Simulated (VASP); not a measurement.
# SiGe3 (Pm-3m) in VASP: notebook

The runs below take SiGe3 through relaxation of cell and atoms, single point, with r2SCAN.

All numbers are computed with VASP 6.6.1; they aren't measurements. Logs are shortened: lines on timing, memory, paths and dates and some standing lists are left out, and cuts for length are marked.

**1. The cell of the first run**

The structure is cubic, space group Pm-3m (No. 221). The conventional cell has a = 4.053 Å, b = 4.053 Å, c = 4.053 Å, α = 90.00°, β = 90.00°, γ = 90.00°. Within 3.8 Å of Si (site symmetry m-3m) lie 12 Ge at 2.87 Å. Ge (site symmetry 4/mmm) has 4 Si at 2.87 Å and 8 Ge at 2.87 Å within 3.8 Å.

**2. Relaxation of cell and atoms, r2SCAN**

File POSCAR:

```
SiGe3
1.0
    4.0528818138      0.0000000000      0.0000000000
    0.0000000000      4.0528818138      0.0000000000
    0.0000000000      0.0000000000      4.0528818138
Si Ge
1 3
Direct
    0.0000000000      0.0000000000      0.0000000000
    0.0000000000      0.5000000000      0.5000000000
    0.5000000000      0.0000000000      0.5000000000
    0.5000000000      0.5000000000      0.0000000000
```

File INCAR.step1:

```
PREC = Accurate
ENCUT = 600
ISMEAR = 0
SIGMA = 0.1
LREAL = F
LASPH = T
NELM = 100
GGA = PE
ALGO = Normal
EDIFF = 1E-4
LWAVE = T
LCHARG = F
```

File INCAR.step2:

```
PREC = Accurate
ENCUT = 600
EDIFF = 1E-6
ISMEAR = 0
SIGMA = 0.1
LREAL = F
LASPH = T
NELM = 100
ALGO = Normal
ISIF = 3
LWAVE = F
LCHARG = F
METAGGA = R2SCAN
LMIXTAU = T
IBRION = 2
NSW = 90
EDIFFG = -0.04
ISTART = 1
```

File KPOINTS:

```
Automatic mesh
0
Gamma
  4 4 4
```

Potentials or basis: VASP PAW PBE potentials, release 64 (Si, Ge_d).

Launch:

```sh
$ cat potpaw_PBE.64/Si/POTCAR potpaw_PBE.64/Ge_d/POTCAR > POTCAR
$ cp INCAR.step1 INCAR
$ mpirun -np 1 vasp_std > vasp.out
$ cp INCAR.step2 INCAR
$ mpirun -np 1 vasp_std > vasp.out
```

OUTCAR:

```text
PREC = Accurate
   ENCUT = 600
   EDIFF = 1E-6
   ISMEAR = 0
   LREAL = F
   LASPH = T
   NELM = 100
   ISIF = 3
   METAGGA = R2SCAN
   IBRION = 2
   NSW = 90
   EDIFFG = -0.04
   ISTART = 1

 ion  position               nearest neighbor table
   1  0.000  0.000  0.000-   2 2.87   3 2.87   4 2.87   2 2.87   3 2.87   2 2.87   4 2.87   2 2.87
                             3 2.87   4 2.87   3 2.87   4 2.87
   2  0.000  0.500  0.500-   1 2.87   3 2.87   4 2.87   1 2.87   4 2.87   1 2.87   3 2.87   1 2.87
                             3 2.87   4 2.87   4 2.87   3 2.87
   3  0.500  0.000  0.500-   1 2.87   2 2.87   4 2.87   1 2.87   4 2.87   2 2.87   4 2.87   4 2.87
                             1 2.87   2 2.87   1 2.87   2 2.87
   4  0.500  0.500  0.000-   1 2.87   2 2.87   3 2.87   2 2.87   3 2.87   1 2.87   3 2.87   3 2.87
                             1 2.87   2 2.87   2 2.87   1 2.87

  LATTYP: Found a simple cubic cell.
 ALAT       =     4.0528818138

  Lattice vectors:

 A1 = (   4.0528818138,   0.0000000000,   0.0000000000)
 A2 = (   0.0000000000,   4.0528818138,   0.0000000000)
 A3 = (   0.0000000000,   0.0000000000,   4.0528818138)

Analysis of symmetry for initial positions (statically):
=====================================================================
 Subroutine PRICEL returns:
 Original cell was already a primitive cell.

 Routine SETGRP: Setting up the symmetry group for a
 simple cubic supercell.

 Subroutine GETGRP returns: Found 48 space group operations
 (whereof 48 operations were pure point group operations)
 out of a pool of 48 trial point group operations.

The static configuration has the point symmetry O_h .

Analysis of symmetry for dynamics (positions and initial velocities):
=====================================================================
 Subroutine PRICEL returns:
 Original cell was already a primitive cell.

 Routine SETGRP: Setting up the symmetry group for a
 simple cubic supercell.

 Subroutine GETGRP returns: Found 48 space group operations
 (whereof 48 operations were pure point group operations)
 out of a pool of 48 trial point group operations.

The dynamic configuration has the point symmetry O_h .

 Subroutine INISYM returns: Found 48 space group operations
 (whereof 48 operations are pure point group operations),
 and found     1 'primitive' translations

----------------------------------------------------------------------------------------

                                     Primitive cell

  volume of cell :      66.5720

  direct lattice vectors                    reciprocal lattice vectors
     4.052881814  0.000000000  0.000000000     0.246738012  0.000000000  0.000000000
     0.000000000  4.052881814  0.000000000     0.000000000  0.246738012  0.000000000
     0.000000000  0.000000000  4.052881814     0.000000000  0.000000000  0.246738012

  length of vectors
     4.052881814  4.052881814  4.052881814     0.246738012  0.246738012  0.246738012

  position of ions in fractional coordinates (direct lattice)
     0.000000000  0.000000000  0.000000000
     0.000000000  0.500000000  0.500000000
     0.500000000  0.000000000  0.500000000
     0.500000000  0.500000000  0.000000000

  ion indices of the primitive-cell ions
   primitive index   ion index
                 1           1
                 2           2
                 3           3
                 4           4

----------------------------------------------------------------------------------------

 KPOINTS: Automatic mesh

Automatic generation of k-mesh.
 Grid dimensions read from file:
 generate k-points for:    4    4    4

 Generating k-lattice:

  Cartesian coordinates                     Fractional coordinates (reciprocal lattice)
     0.061684503  0.000000000  0.000000000     0.250000000  0.000000000  0.000000000
     0.000000000  0.061684503  0.000000000     0.000000000  0.250000000  0.000000000
     0.000000000  0.000000000  0.061684503     0.000000000  0.000000000  0.250000000

  Length of vectors
     0.061684503  0.061684503  0.061684503

  Shift w.r.t. Gamma in fractional coordinates (k-lattice)
     0.000000000  0.000000000  0.000000000

 Subroutine IBZKPT returns following result:
 ===========================================

 Found     10 irreducible k-points:

 Following reciprocal coordinates:
            Coordinates               Weight
  0.000000  0.000000  0.000000      1.000000
  0.250000  0.000000  0.000000      6.000000
  0.500000  0.000000  0.000000      3.000000
  0.250000  0.250000  0.000000     12.000000
  0.500000  0.250000  0.000000     12.000000
  0.500000  0.500000  0.000000      3.000000
  0.250000  0.250000  0.250000      8.000000
  0.500000  0.250000  0.250000     12.000000
  0.500000  0.500000  0.250000      6.000000
  0.500000  0.500000  0.500000      1.000000
   k-points           NKPTS =     10   k-points in BZ     NKDIM =     10   number of bands    NBANDS=     27
   number of dos      NEDOS =    301   number of ions     NIONS =      4
   total plane-waves  NPLWV =  32768
   dimension x,y,z NGX =    32 NGY =   32 NGZ =   32
   dimension x,y,z NGXF=    64 NGYF=   64 NGZF=   64
   ions per type =               1   3
   NGX,Y,Z   is equivalent  to a cutoff of  13.13, 13.13, 13.13 a.u.
   NGXF,Y,Z  is equivalent  to a cutoff of  26.25, 26.25, 26.25 a.u.
 SYSTEM =  unknown system
   PREC   = accura    normal or accurate (medium, high low for compatibility)
   ISTART =      1    job   : 0-new  1-cont  2-samecut
   ICHARG =      0    charge: 1-file 2-atom 10-const
   ISPIN  =      1    spin polarized calculation?
   LNONCOLLINEAR =      F non collinear calculations
   LSORBIT =      F    spin-orbit coupling
   LASPH  =      T    aspherical Exc in radial PAW
   ENCUT  =  600.0 eV  44.10 Ry    6.64 a.u.   8.09  8.09  8.09*2*pi/ulx,y,z
   NELM   =    100;   NELMIN=  2; NELMDL=  0     # of ELM steps
   EDIFF  = 0.1E-05   stopping-criterion for ELM
   LREAL  =      F    real-space projection
   EDIFFG = -.4E-01   stopping-criterion for IOM
   NSW    =     90    number of steps for IOM
   IBRION =      2    ionic relax: 0-MD 1-quasi-New 2-CG
   NFREE  =      1    steps in history (QN), initial steepest desc. (CG)
   ISIF   =      3    stress and relaxation
   ISYM   =      2    0-nonsym 1-usesym 2-fastsym
   POTIM  = 0.5000    time-step for ionic-motion
   TEBEG  =    0.0;   TEEND  =   0.0 temperature during run
   PSTRESS=    0.0 pullay stress
   NELECT =      46.0000    total number of electrons
   NUPDOWN=      -1.0000    fix difference up-down
   EMIN   =  10.00;   EMAX   =-10.00  energy-range for DOS
   EFERMI =   0.00;   METHOD = LEGACY
   ISMEAR =     0;   SIGMA  =   0.10  broadening in eV -4-tet -1-fermi 0-gaus
   EFERMI_NEDOS =   21; number of points for ismear=-14 and -15
   IALGO  =     38    algorithm
   IMIX   =      4    mixing-type and parameters
     AMIX     =   0.40;   BMIX     =  1.00
     AMIX_MAG =   1.60;   BMIX_MAG =  1.00
  volume/ion in A,a.u.               =      16.64       112.31
  Fermi-wavevector in a.u.,A,eV,Ry     =   1.447316  2.735032 28.500463  2.094725
  Thomas-Fermi vector in A             =   2.565285
   LORBIT       =      0    0 simple, 1 ext, 2 COOP (PROOUT), +10 PAW based schemes
   METAGGA = R2SCAN    functional components
   LHFCALC =     F    Hartree Fock is set to
   AEXX    =    0.0000 exact exchange contribution
   IVDW    =     0    specifies the selected vdW correction
   LEPSILON=     F    determine dielectric tensor
   LRPA    =     F    only Hartree local field effects (RPA)
 conjugate gradient relaxation of ions
 non-spin polarized calculation
 Gauss-broadening in eV      SIGMA  =   0.10
  energy-cutoff  :      600.00
  volume of cell :       66.57
 maximum number of plane-waves:      2272
   NGX = 17   NGY = 17   NGZ = 17

--------------------------------------- Ionic step        1  -------------------------------------------

 number of electron      45.9999974 magnetization

 Free energy of the ion-electron system (eV)
  ---------------------------------------------------
  ext. energy  EPLUGINS =         0.00000000
  ---------------------------------------------------
  free energy    TOTEN  =       -47.59128115 eV

  energy without entropy =      -47.58244930  energy(sigma->0) =      -47.58686523

------------------------ aborting loop because EDIFF is reached ----------------------------------------

  FORCE on cell =-STRESS in cart. coord.  units (eV):
  Direction    XX          YY          ZZ          XY          YZ          ZX
  --------------------------------------------------------------------------------------
  -------------------------------------------------------------------------------------
  Total        4.0414443      4.0414443      4.0414443      0.0000000      0.0000000     -0.0000000
  in kB       97.2647257     97.2647257     97.2647257      0.0000000      0.0000000     -0.0000000
  external PRESSURE =      97.2647257 kB  Pullay stress =       0.0000000 kB
[... 61 lines left out ...]
  energy  without entropy=      -47.7811438816  energy(sigma->0) =      -47.78387237

--------------------------------------- Ionic step        3  -------------------------------------------

 number of electron      46.0000069 magnetization

 Free energy of the ion-electron system (eV)
  ---------------------------------------------------
  ext. energy  EPLUGINS =         0.00000000
  ---------------------------------------------------
  free energy    TOTEN  =       -47.80553753 eV

  energy without entropy =      -47.80018733  energy(sigma->0) =      -47.80286243

 E-fermi :   6.8905     XC(G=0): -12.1359

 val. band max:        6.8426907470   @ k =   0.5000   0.5000   0.0000
 cond. band min:       6.9262049858   @ k =   0.5000   0.5000   0.0000
 fundamental gap:      0.0835142389
 Fermi energy:         6.8904501201

 k-point     1 :       0.0000    0.0000    0.0000
  band No.  band energies     occupation
      1     -18.5621      2.00000
      2     -18.5621      2.00000
      3     -18.5621      2.00000
      4     -18.5516      2.00000
      5     -18.5018      2.00000
      6     -18.5018      2.00000
[... 320 lines left out ...]
  FREE ENERGIE OF THE ION-ELECTRON SYSTEM (eV)
  ---------------------------------------------------
  free  energy   TOTEN  =       -47.8055375265 eV

  energy  without entropy=      -47.8001873282  energy(sigma->0) =      -47.80286243

 reached required accuracy - stopping structural energy minimisation
```

Run time: 2.1 min. Hardware: 1 thread of Intel Xeon 6975P-C (Granite Rapids), shared host; peak memory 0.2 GiB.

What came out:

- Free energy: -47.8055 eV
- Relaxed volume: 18.55 Å³/atom
- Relaxed cell: a = 4.202 Å, b = 4.202 Å, c = 4.202 Å, α = 90.00°, β = 90.00°, γ = 90.00°
- Space group after relaxing (to 0.05 Å): Pm-3m (No. 221)
- Energy gained by relaxing: 53.6 meV/atom
- Ionic steps: 3
- Pressure after relaxing: 0.1 GPa
- Band gap on the k mesh: zero (band 23 reaches 9.64 eV, above the bottom of band 24 at 6.47 eV)

Step by step:
```tsv
step	energy change (eV)	largest force (eV/Å)	pressure (GPa)	volume (Å³)
1	0.0000	0.0000	9.73	66.57
2	-0.1953	0.0000	-2.33	76.79
3	-0.2143	0.0000	0.08	74.21
```

Final structure:
```yaml
crystal:
  lattice:
    - [4.20230, 0.00000, 0.00000]
    - [0.00000, 4.20230, 0.00000]
    - [0.00000, 0.00000, 4.20230]
  atoms:
    - { symbol: Si, position: [0.00000, 0.00000, 0.00000] }
    - { symbol: Ge, position: [0.00000, 0.50000, 0.50000] }
    - { symbol: Ge, position: [0.50000, 0.00000, 0.50000] }
    - { symbol: Ge, position: [0.50000, 0.50000, 0.00000] }
```

Caveat: the k points lie up to 0.37 Å⁻¹ apart in the final cell; the PAW data sets were made with another functional, which shifts forces and pressure a little.

**3. Single point, r2SCAN**

This run uses another cell than the first one, of 18.06 Å³/atom, 1.085 times its volume.

File POSCAR:

```
SiGe3
1.0
    4.1645313264      0.0000000000      0.0000000000
    0.0000000000      4.1645313264      0.0000000000
    0.0000000000      0.0000000000      4.1645313264
Si Ge
1 3
Direct
    0.0000000000      0.0000000000      0.0000000000
    0.0000000000      0.5000000000      0.5000000000
    0.5000000000      0.0000000000      0.5000000000
    0.5000000000      0.5000000000      0.0000000000
```

File INCAR.step1:

```
PREC = Accurate ; ENCUT = 520
ISMEAR = 0 ; SIGMA = 0.1
LREAL = F ; LASPH = T
NELM = 80 ; NBANDS = 31
GGA = PE ; ALGO = Normal
EDIFF = 1E-4 ; LWAVE = T
LCHARG = F
```

File INCAR.step2:

```
PREC = Accurate ; ENCUT = 520
EDIFF = 1E-6 ; ISMEAR = 0
SIGMA = 0.1 ; LREAL = F
LASPH = T ; NELM = 80
ALGO = Normal ; ISIF = 2
LWAVE = F ; LCHARG = T
METAGGA = R2SCAN ; LMIXTAU = T
LELF = T ; LVHAR = T
NBANDS = 31 ; ISTART = 1
```

File KPOINTS:

```
Automatic mesh
0
Gamma
  12 12 12
```

Potentials or basis: VASP PAW PBE potentials, release 64 (Si, Ge_d).

Launch:

```sh
$ cat potpaw_PBE.64/Si/POTCAR potpaw_PBE.64/Ge_d/POTCAR > POTCAR
$ cp INCAR.step1 INCAR
$ mpirun -np 1 vasp_std > vasp.out
$ cp INCAR.step2 INCAR
$ mpirun -np 1 vasp_std > vasp.out
```

Run time: 4.3 min. Hardware: 1 thread of Intel Xeon 6975P-C (Granite Rapids), shared host; peak memory 0.28 GiB.

Results (log left out):

* Free energy: -47.6738 eV
* Pressure: -0.1 GPa
* Band gap on the k mesh: zero (band 23 reaches 9.99 eV, above the bottom of band 24 at 6.70 eV)

Levels at points of the mesh, in eV from the Fermi level:
```
           k point  band 21  band 22  band 23  band 24  band 25  band 26
(0.00, 0.00, 0.00)    -4.83    -4.81     2.71     2.71     2.71     2.92
(0.50, 0.00, 0.00)    -2.55    -2.45    -2.45    -0.58    -0.39     4.37
(0.50, 0.50, 0.00)    -0.56    -0.56    -0.28    -0.28    -0.20    -0.19
(0.50, 0.50, 0.50)    -6.12    -6.12    -6.12     7.26     7.26     7.26
```

Caveat: the PAW data sets were made with another functional, which shifts forces and pressure a little.
